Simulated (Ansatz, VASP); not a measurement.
**One calculation of NiO, two programs**

```
Ni O
1.0
     0.00000    2.08590    2.08590
     2.08590    0.00000    2.08590
     2.08590    2.08590    0.00000
Ni O
1 1
Direct
  0.00000 0.00000 0.00000
  0.50000 0.50000 0.50000
```

Alike in both runs: task single point; functional BLYP; dispersion D3(BJ); k mesh 11 × 11 × 11; occupations gaussian, width 0.02 eV; collinear spin.

```csv
,VASP,Ansatz
version,VASP 6.6.1,Ansatz 0.2.0
potentials or method,"VASP PAW PBE potentials, release 64 (Ni, O)",PseudoDojo standard (PBE files)
plane-wave cutoff (eV),520,1333
valence electrons in the cell,16,24
```

Ansatz gave:

```
gap on the k mesh at the Fermi level (eV)                     : none
pressure (GPa)                                                : 7.7
net moment per atom (μB)                                      : 0.91
size of the moment on the site where the two differ most (μB) : 1.46
```

Problem. What did VASP give for the same quantities?

Solution. gap on the k mesh at the Fermi level (eV): none; pressure (GPa): 0.3; net moment per atom (μB): 0.21; size of the moment on the site where the two differ most (μB): 0.37.

The net moments are unlike, so the other rows may belong to different states. VASP's potentials were made for PBE, not for BLYP. Site moments also hang on the region over which each program counts them. A gap of «none» marks a metal or a gap that the smearing closes. VASP's potentials hold 16 valence electrons a cell and Ansatz's 24, so a difference there can come from the potentials and not from the codes.

Noted on Ansatz's run: the potentials were made for another functional, which shifts forces and pressure.
